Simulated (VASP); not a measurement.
A run of VASP 6.6.1:

File POSCAR:

```
Ru
1.0
    4.1220792938      0.0000000000      0.0000000000
   -2.0610396469      3.5698253848      0.0000000000
    0.0000000000      0.0000000000      4.7135531441
Ru
4
Direct
    0.0000000000      0.0000000000      0.2500000000
    0.0000000000      0.0000000000      0.7500000000
    0.3333333333      0.6666666667      0.7500000000
    0.6666666667      0.3333333333      0.2500000000
```

Contents of INCAR.step1:

```
PREC = Accurate
ENCUT = 660
ISMEAR = 0
SIGMA = 0.1
LREAL = F
LASPH = T
NELM = 120
NBANDS = 40
GGA = PE
ALGO = Normal
EDIFF = 1E-5
LWAVE = T
LCHARG = F
GGA_COMPAT = F
```

INCAR.step2

```
PREC = Accurate
ENCUT = 660
EDIFF = 1E-6
ISMEAR = 0
SIGMA = 0.1
LREAL = F
LASPH = T
NELM = 120
ALGO = Normal
ISIF = 2
LWAVE = F
LCHARG = T
METAGGA = R2SCAN
LMIXTAU = T
LELF = T
LVHAR = T
NBANDS = 40
ISTART = 1
GGA_COMPAT = F
```

KPOINTS

```
regular mesh
0
Gamma
  6 6 4
```

Potentials or basis: VASP PAW PBE potentials, release 64 (Ru_sv).

Launch:

```bash
$ cat potpaw_PBE.64/Ru_sv/POTCAR > POTCAR
$ cp INCAR.step1 INCAR
$ mpirun -np 1 vasp_std > vasp.out
$ cp INCAR.step2 INCAR
$ mpirun -np 1 vasp_std > vasp.out
```

Hardware: 1 thread of Intel(R) Xeon(R) 6975P-C (Granite Rapids), with other jobs on the host.

**Question.** Estimate the wall time of this run.

**Answer.** It took 2.5 min on 1 thread of Intel(R) Xeon(R) 6975P-C (Granite Rapids), with other jobs on the host, peak memory 0.25 GiB. Counts: k points 21.
